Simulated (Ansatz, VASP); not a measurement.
# One calculation of SnSe, two programs

INCAR

```
ALGO = Normal ; EDIFF = 1E-6
ENCUT = 520 ; GGA = PE
ISIF = 2 ; ISMEAR = 0
IVDW = 12 ; LASPH = T
LCHARG = T ; LELF = T
LREAL = F ; LVHAR = T
LWAVE = F ; NBANDS = 17
NELM = 80 ; PREC = Accurate
SIGMA = 0.05
```

KPOINTS

```
k-points
0
Gamma
  10 10 10
```

File POSCAR:

```
SnSe
1.0
    3.6169310829      0.0000000000      0.0000000000
    0.0000000000      3.6169310829      0.0000000000
    0.0000000000      0.0000000000      3.6169310829
Se Sn
1 1
Direct
    0.0000000000      0.0000000000      0.0000000000
    0.5000000000      0.5000000000      0.5000000000
```

Input for Ansatz:

```yaml
crystal:
  lattice:
    - [3.6169310829, 0.0, 0.0]
    - [0.0, 3.6169310829, 0.0]
    - [0.0, 0.0, 3.6169310829]
  atoms:
    - { symbol: Se, position: [0.0, 0.0, 0.0] }
    - { symbol: Sn, position: [0.5, 0.5, 0.5] }
basis:
  ecutwfc: 420
  ecutrho_ratio: 4
kpoints:
  mp_grid: { grid: [10, 10, 10] }
hamiltonian:
  xc: pbe
  dispersion: d3bj
scf:
  occupations: { method: gaussian, width: 0.05 }
output:
  forces: true
  stress: true
  eigenvalues: true
```

Alike in both runs: task single point; functional PBE; dispersion D3(BJ); k mesh 10 × 10 × 10; occupations gaussian, width 0.05 eV; no spin polarisation.

```csv
,VASP,Ansatz
version,VASP 6.6.1,Ansatz 0.2.0
potentials or method,"VASP PAW PBE potentials, release 64 (Se, Sn_d), cutoff 520 eV","scalar-relativistic, plane waves, PAW"
valence electrons in the cell,20,30
```

|  | VASP | Ansatz | Ansatz less VASP |
| --- | --- | --- | --- |
| gap on the k mesh at the Fermi level (eV) | none | none | - |
| pressure (GPa) | 0.0 | 0.0 | +0.01 |

A gap of «none» marks a metal or a gap that the smearing closes. VASP's potentials hold 20 valence electrons a cell and Ansatz's 30, so a difference there can come from the potentials and not from the codes.
